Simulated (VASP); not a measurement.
NiO, 2 atoms in the cell. Symmetry: Fm-3m, No. 225, cubic system. Conventional cell: a = 4.174 Å, b = 4.174 Å, c = 4.174 Å, α = 90.00°, β = 90.00°, γ = 90.00°. Within 2.8 Å of Ni (site symmetry m-3m) lie 6 O at 2.09 Å. O (site symmetry m-3m) has 6 Ni at 2.09 Å within 2.8 Å. 

- Program: VASP 6.6.1
- Task: single point
- Functional: PBE
- Potentials or basis: VASP PAW PBE potentials, release 64 (Ni, O)
- Cutoff: 520 eV
- k mesh: 18 × 18 × 18
- Occupations: gaussian, width 0.1 eV
- Spin: collinear spin, ferromagnetic start
- Starting moments: [1.6, 0.32] μB
- Dipole correction: no
- Further INCAR settings: ALGO = Normal; EDIFF = 1e-06; NBANDS = 19

Potentials or basis: VASP PAW PBE potentials, release 64 (Ni, O).

The run is started by

```console
$ cat potpaw_PBE.64/Ni/POTCAR potpaw_PBE.64/O/POTCAR > POTCAR
$ mpirun -np 1 vasp_std > vasp.out
```

Hardware: 1 thread of Intel(R) Xeon(R) 6975P-C (Granite Rapids) (shared host).

Problem. How long does it take, and how much memory?

Solution. Wall time 43 s on 1 thread of Intel(R) Xeon(R) 6975P-C (Granite Rapids) (shared host), peak memory 0.23 GiB. Counts: scf iterations 13, k points 195.
